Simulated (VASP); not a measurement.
Input of a VASP 6.6.1 run:

The input INCAR:

```
PREC = Accurate ; ENCUT = 520
EDIFF = 1E-6 ; ISMEAR = 0
SIGMA = 0.2 ; LREAL = F
LASPH = T ; NELM = 60
ALGO = Normal ; ISIF = 2
LWAVE = F ; LCHARG = T
GGA = PE ; LELF = T
LVHAR = T ; NBANDS = 52
```

Contents of KPOINTS:

```
regular mesh
0
Gamma
  6 6 2
```

The input POSCAR:

```
In2As3
1.0
    4.4885993082      0.0067582234     -0.0027385038
   -2.2384489932      3.8966247936      0.0026274470
   -0.0099883837      0.0090408926     16.3564079153
In As
4 6
Direct
    0.3332626633      0.6654127697      0.0814774861
    0.3325783971      0.6647655202      0.5813870058
    0.6655756788      0.3332605598      0.4185169718
    0.6660445638      0.3339361900      0.9186449490
    0.9991240217     -0.0007703060      0.4998264758
   -0.0004585514      0.9997316383      0.9999269159
    0.3345598114      0.6687985419      0.2497816646
    0.3340324650      0.6671612632      0.7497616196
    0.6679066531      0.3346642750      0.2503092886
    0.6673742973      0.3330395479      0.7503676229
```

Potentials or basis: VASP PAW PBE potentials, release 64 (In_d, As).

Launch:

```sh
$ cat potpaw_PBE.64/In_d/POTCAR potpaw_PBE.64/As/POTCAR > POTCAR
$ mpirun -np 1 vasp_std > vasp.out
```

Question: Estimate the pressure.

Answer: 0.1 GPa.

Question: What does it give for the largest force?

Answer: 0.014 eV/Å.

Question: What does it give for the band gap on the k mesh?

Answer: Zero (bands 41 and 42 overlap by 1.79 eV).

Forces on the atoms (eV/Å):
```
In   0.000  0.001  0.002
In   0.001  0.002  0.006
In  -0.002  0.001  0.001
In  -0.001 -0.001 -0.006
As   0.002  0.000  0.003
As   0.003  0.001  0.004
As  -0.005 -0.004  0.009
As  -0.005 -0.002  0.006
As   0.004  0.001 -0.014
As   0.004  0.001 -0.011
```

Caveat: spin-orbit coupling is left out, which moves the levels of the heavy elements.
